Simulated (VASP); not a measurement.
LiH2C2F: single point with r2SCAN+D3(BJ)

LiH2C2F:

```
Li F C H
1.0
     7.93277    0.00000    0.00000
     0.00000    7.93277    0.00000
     0.00000    0.00000    7.93277
Li F C H
4 4 8 8
Direct
  0.23384 0.11144 0.50307
  0.87278 0.33442 0.08504
  0.67084 0.81734 0.03247
  0.87253 0.92454 0.38964
  0.43753 0.12866 0.58945
  0.02572 0.43257 0.15997
  0.73389 0.83386 0.24009
  0.03680 0.02910 0.46628
  0.34165 0.74962 0.50985
  0.23956 0.65442 0.44536
  0.25319 0.99725 0.91050
  0.25357 0.13918 0.96680
  0.71419 0.58364 0.80594
  0.56293 0.58260 0.83243
  0.83248 0.09962 0.86840
  0.68337 0.13166 0.84363
  0.18639 0.56057 0.35874
  0.41266 0.85493 0.54461
  0.24424 0.25165 0.03230
  0.25252 0.88643 0.83635
  0.42947 0.58546 0.82904
  0.84510 0.59833 0.78783
  0.56020 0.13145 0.77901
  0.96177 0.10256 0.86859
```

```json
{"Program": "VASP 6.6.1", "Task": "single point", "Functional": "r2SCAN", "Dispersion": "D3(BJ)", "Potentials or basis": "VASP PAW PBE potentials, release 64 (Li_sv, F, C, H)", "Cutoff": "520 eV", "k mesh": "1 × 1 × 1", "Occupations": "fermi-dirac, width 0.05 eV", "Spin": "no spin polarisation", "Dipole correction": "no", "Further INCAR settings": "LREAL = Auto; ALGO = Normal; EDIFF = 1e-06; NBANDS = 58"}
```

```yaml
Largest_force: 3.229 eV/Å
Dispersion_energy_per_atom: -0.022 eV
```

Forces on the atoms (eV/Å):
```
Li   0.328  0.061  0.161
Li  -1.135 -0.703 -0.437
Li   0.139  0.163  0.362
Li  -0.470 -0.416 -0.379
F   -0.221 -0.241  0.078
F    1.158  0.549  0.315
F    0.076  0.167 -0.368
F    0.207  0.344  0.211
C   -1.703 -1.338 -1.035
C    1.168 -0.046 -0.362
C    0.040  1.215  0.134
C    0.018 -2.204 -0.547
C   -1.911  0.310  0.628
C    1.758  0.180 -0.534
C   -3.118  0.790 -0.283
C    1.208 -0.893 -0.148
H   -0.250  0.458  0.680
H    0.742  0.925  0.618
H   -0.118  1.365  0.701
H    0.000 -0.344 -0.084
H   -0.331 -0.208  0.154
H    0.545 -0.159 -0.113
H   -0.160  0.313 -0.001
H    2.028 -0.289  0.248
```

Levels at points of the mesh, in eV from the Fermi level:
```tsv
k point	band 36	band 37	band 38	band 39	band 40	band 41	band 42	band 43	band 44	band 45
(0.00, 0.00, 0.00)	-1.73	-1.65	-1.54	-1.32	-1.24	3.44	3.80	4.17	4.34	4.42
```

Run time: 4 min on 1 thread of Intel(R) Xeon(R) Platinum 8488C (Sapphire Rapids) (shared host), peak memory 0.55 GiB.

Caveat: the k points lie up to 0.79 Å⁻¹ apart; the PAW data sets were made with another functional, which shifts forces and pressure a little.
